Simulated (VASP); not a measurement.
# GaN (P6_3mc) in VASP: further runs, part 2 of 2

VASP 6.6.1. Earlier steps stand in the parts before.

**3. Single point, PBEsol**

INCAR

```
PREC = Accurate
ENCUT = 520
EDIFF = 1E-7
ISMEAR = 0
SIGMA = 0.02
LREAL = F
LASPH = T
NELM = 100
ALGO = Normal
ISIF = 2
LWAVE = F
LCHARG = F
GGA = PS
NBANDS = 26
```

KPOINTS

```
Automatic mesh
0
Gamma
  9 9 5
```

POSCAR

```
GaN
1.0
    3.0758056116      0.0000000000      0.0000000000
   -1.5379028058      2.6637257968      0.0000000000
    0.0000000000      0.0000000000      5.2715628840
Ga N
2 2
Direct
    0.3333333333      0.6666666667      0.0037880838
    0.6666666667      0.3333333333      0.5037880838
    0.3333333333      0.6666666667      0.3712119162
    0.6666666667      0.3333333333      0.8712119162
```

Potentials or basis: VASP PAW PBE potentials, release 64 (Ga_d, N).

Started as:

```bash
$ cat potpaw_PBE.64/Ga_d/POTCAR potpaw_PBE.64/N/POTCAR > POTCAR
$ mpirun -np 1 vasp_std > vasp.out
```

OUTCAR:

```text
PREC = Accurate
   ENCUT = 520
   EDIFF = 1E-7
   ISMEAR = 0
   LREAL = F
   LASPH = T
   NELM = 100
   ISIF = 2
   GGA = PS

 ion  position               nearest neighbor table
   1  0.333  0.667  0.004-   4 1.91   4 1.91   4 1.91   3 1.94
   2  0.667  0.333  0.504-   3 1.91   3 1.91   3 1.91   4 1.94
   3  0.333  0.667  0.371-   2 1.91   2 1.91   2 1.91   1 1.94
   4  0.667  0.333  0.871-   1 1.91   1 1.91   1 1.91   2 1.94

  LATTYP: Found a hexagonal cell.
 ALAT       =     3.0758056116
 C/A-ratio  =     1.7138803779

  Lattice vectors:

 A1 = (   3.0758056116,   0.0000000000,   0.0000000000)
 A2 = (  -1.5379028058,   2.6637257968,   0.0000000000)
 A3 = (   0.0000000000,   0.0000000000,   5.2715628840)

Analysis of symmetry for initial positions (statically):
=====================================================================
 Subroutine PRICEL returns:
 Original cell was already a primitive cell.

 Routine SETGRP: Setting up the symmetry group for a
 hexagonal supercell.

 Subroutine GETGRP returns: Found 12 space group operations
 (whereof  6 operations were pure point group operations)
 out of a pool of 24 trial point group operations.

The static configuration has the point symmetry C_3v.
 The point group associated with its full space group is C_6v.

Analysis of symmetry for dynamics (positions and initial velocities):
=====================================================================
 Subroutine PRICEL returns:
 Original cell was already a primitive cell.

 Routine SETGRP: Setting up the symmetry group for a
 hexagonal supercell.

 Subroutine GETGRP returns: Found 12 space group operations
 (whereof  6 operations were pure point group operations)
 out of a pool of 24 trial point group operations.

The dynamic configuration has the point symmetry C_3v.
 The point group associated with its full space group is C_6v.

 Subroutine INISYM returns: Found 12 space group operations
 (whereof  6 operations are pure point group operations),
[... 119 lines left out ...]
     AMIX     =   0.40;   BMIX     =  1.00
     AMIX_MAG =   1.60;   BMIX_MAG =  1.00
  volume/ion in A,a.u.               =      10.80        72.87
  Fermi-wavevector in a.u.,A,eV,Ry     =   1.540682  2.911467 32.296172  2.373702
  Thomas-Fermi vector in A             =   2.646735
   LORBIT       =      0    0 simple, 1 ext, 2 COOP (PROOUT), +10 PAW based schemes
   GGA     = PS    functional components
   LHFCALC =     F    Hartree Fock is set to
   AEXX    =    0.0000 exact exchange contribution
   IVDW    =     0    specifies the selected vdW correction
   LEPSILON=     F    determine dielectric tensor
   LRPA    =     F    only Hartree local field effects (RPA)
 non-spin polarized calculation
 Gauss-broadening in eV      SIGMA  =   0.02
  energy-cutoff  :      520.00
  volume of cell :       43.19
 maximum number of plane-waves:      1178
 NGX is ok and might be reduce to    24
   NGX = 11   NGY = 11   NGZ = 19

 number of electron      35.9999992 magnetization

 Free energy of the ion-electron system (eV)
  ---------------------------------------------------
  ext. energy  EPLUGINS =         0.00000000
  ---------------------------------------------------
  free energy    TOTEN  =       -26.12367800 eV

  energy without entropy =      -26.12367800  energy(sigma->0) =      -26.12367800

 E-fermi :   6.1016     XC(G=0): -12.2166

 val. band max:        5.9488178720   @ k =   0.0000   0.0000   0.0000
 cond. band min:       7.9011978983   @ k =   0.0000   0.0000   0.0000
 fundamental gap:      1.9523800264
 Fermi energy:         6.1016199811

 k-point     1 :       0.0000    0.0000    0.0000
  band No.  band energies     occupation
      1     -10.6547      2.00000
      2      -9.5493      2.00000
      3      -7.6788      2.00000
      4      -7.6389      2.00000
      5      -7.6389      2.00000
      6      -7.5732      2.00000
[... 685 lines left out ...]
     25      19.2564      0.00000
     26      19.6939      0.00000

 [... further k-points ...]

------------------------ aborting loop because EDIFF is reached ----------------------------------------

  FORCE on cell =-STRESS in cart. coord.  units (eV):
  Direction    XX          YY          ZZ          XY          YZ          ZX
  --------------------------------------------------------------------------------------
  -------------------------------------------------------------------------------------
  Total        4.2869051      4.2869051     -0.0957673      0.0000000      0.0000000      0.0000000
  in kB      159.0254591    159.0254591     -3.5525499      0.0000000      0.0000000      0.0000000
  external PRESSURE =     104.8327894 kB  Pullay stress =       0.0000000 kB

 VOLUME and BASIS-vectors are now :
 -----------------------------------------------------------------------------
  energy-cutoff  :      520.00
  volume of cell :       43.19
      direct lattice vectors                 reciprocal lattice vectors
     3.075805612  0.000000000  0.000000000     0.325118075  0.187707008  0.000000000
    -1.537902806  2.663725797  0.000000000     0.000000000  0.375414016  0.000000000
     0.000000000  0.000000000  5.271562884     0.000000000  0.000000000  0.189697064

 POSITION                                       TOTAL-FORCE (eV/Angst)
 -----------------------------------------------------------------------------------
     -0.00000      1.77582      0.01997         0.000000     -0.000000     -0.005329
      1.53790      0.88791      2.65575        -0.000000      0.000000     -0.005329
     -0.00000      1.77582      1.95687         0.000000      0.000000      0.005329
      1.53790      0.88791      4.59265        -0.000000      0.000000      0.005329
 -----------------------------------------------------------------------------------
    total drift:                               -0.000000     -0.000000     -0.000512

  FREE ENERGIE OF THE ION-ELECTRON SYSTEM (eV)
  ---------------------------------------------------
  free  energy   TOTEN  =       -26.1236780001 eV

  energy  without entropy=      -26.1236780001  energy(sigma->0) =      -26.12367800
```

stdout:

```text
POSCAR found type information on POSCAR GaN
 POSCAR found :  2 types and       4 ions
 scaLAPACK will be used
 -----------------------------------------------------------------------------
|                                                                             |
|                                                                             |
|     You enforced a specific xc type in the INCAR file but a different       |
|     I HOPE YOU KNOW WHAT YOU ARE DOING!                                     |
|                                                                             |
 -----------------------------------------------------------------------------

 LDA part: xc-table for (Slater+PW92), standard interpolation
 POSCAR, INCAR and KPOINTS ok, starting setup
 FFT: planning ... GRIDC
 FFT: planning ... GRID_SOFT
 FFT: planning ... GRID
 WAVECAR not read
 entering main loop
```

It took 29 s on 1 thread of Intel Xeon Platinum 8488C (Sapphire Rapids), shared host; peak memory 0.17 GiB.

What came out:

```
Free energy            : -26.1237 eV
Pressure               : 10.5 GPa
Largest force          : 0.005 eV/Å
Band gap on the k mesh : 1.95 eV, direct
```

Forces in eV/Å, atoms in the order of the input:
```
Ga   0.000  0.000 -0.005
Ga   0.000  0.000 -0.005
N    0.000  0.000  0.005
N    0.000  0.000  0.005
```

Stress tensor (GPa, compression positive):
```
15.90  0.00  0.00
 0.00 15.90  0.00
 0.00  0.00 -0.36
```

Caveat: the PAW data sets were made with another functional, which shifts forces and pressure a little. Expect the measured gap to be larger: semilocal functionals such as PBEsol lack the derivative discontinuity.

**4. Single point, PBEsol**

This run uses another cell than the first one, of 11.07 Å³/atom, 1.025 times its volume.

INCAR

```
SYSTEM = GaN
PREC = Accurate
ENCUT = 520
EDIFF = 1E-7
ISMEAR = 0
SIGMA = 0.02
LREAL = .False.
LASPH = .True.
NELM = 60
ALGO = Normal
ISIF = 2
LWAVE = .False.
LCHARG = .True.
GGA = PS
LELF = .True.
LVHAR = .True.
NBANDS = 26
```

KPOINTS

```
Automatic mesh
0
Gamma
  9 9 5
  0 0 0
```

POSCAR

```
GaN
1.0
    3.0758056116      0.0000000000      0.0000000000
   -1.5379028058      2.6637257968      0.0000000000
    0.0000000000      0.0000000000      5.4021760533
Ga N
2 2
Direct
    0.3333333333      0.6666666667     -0.0008058932
    0.6666666667      0.3333333333      0.4991941068
    0.3333333333      0.6666666667      0.3758058932
    0.6666666667      0.3333333333      0.8758058932
```

Started as:

```bash
$ cat potpaw_PBE.64/Ga_d/POTCAR potpaw_PBE.64/N/POTCAR > POTCAR
$ mpirun -np 1 vasp_std > vasp.out
```

Run time: 27 s. Hardware: 1 thread of Intel Xeon Platinum 8488C (Sapphire Rapids), shared host; peak memory 0.17 GiB.

The run converged. Its results:

- Free energy: -26.0429 eV
- Pressure: 6.9 GPa
- Largest force: 0.638 eV/Å
- Band gap on the k mesh: 1.72 eV, direct

Forces on the atoms (eV/Å):
```
Ga   0.000  0.000  0.638
Ga   0.000  0.000  0.638
N    0.000  0.000 -0.638
N    0.000  0.000 -0.638
```

Stress tensor (GPa, compression positive):
```
 16.64   0.00   0.00
  0.00  16.64   0.00
  0.00   0.00 -12.56
```

Levels at points of the mesh, in eV from the valence-band top:
| k point | band 15 | band 16 | band 17 | band 18 | band 19 | band 20 | band 21 | band 22 |
| --- | --- | --- | --- | --- | --- | --- | --- | --- |
| (0.00, 0.00, 0.00) | -0.83 | -0.38 | 0.00 | 0.00 | 1.72 | 5.01 | 8.62 | 9.59 |

Caveat: the PAW data sets were made with another functional, which shifts forces and pressure a little. PBEsol gaps usually lie below the measured ones, often by a third to a half.

**5. Summary**

| cell | cutoff (eV) | gap on the mesh (eV) | pressure (GPa) | largest force (eV/Å) |
| --- | --- | --- | --- | --- |
| a = 3.076, b = 3.076, c = 5.272 Å, angles 90.0, 90.0, 120.0°, 4 atoms | 600 | 1.95 | 10.4 | 0.01 |
| a = 3.076, b = 3.076, c = 5.272 Å, angles 90.0, 90.0, 120.0°, 4 atoms | 520 | 1.95 | 10.5 | 0.01 |
| a = 3.076, b = 3.076, c = 5.402 Å, angles 90.0, 90.0, 120.0°, 4 atoms | 520 | 1.72 | 6.9 | 0.64 |

Alike in all rows: task single point; level PBEsol; potentials or basis VASP PAW PBE potentials, release 64 (Ga_d, N); no spin polarisation; k mesh 9 × 9 × 5; smearing gaussian 0.02 eV.

Caveats: the PAW data sets were made with another functional, which shifts forces and pressure a little.

Total energies depend on the potentials used, so only differences within one code and one set of settings carry meaning.
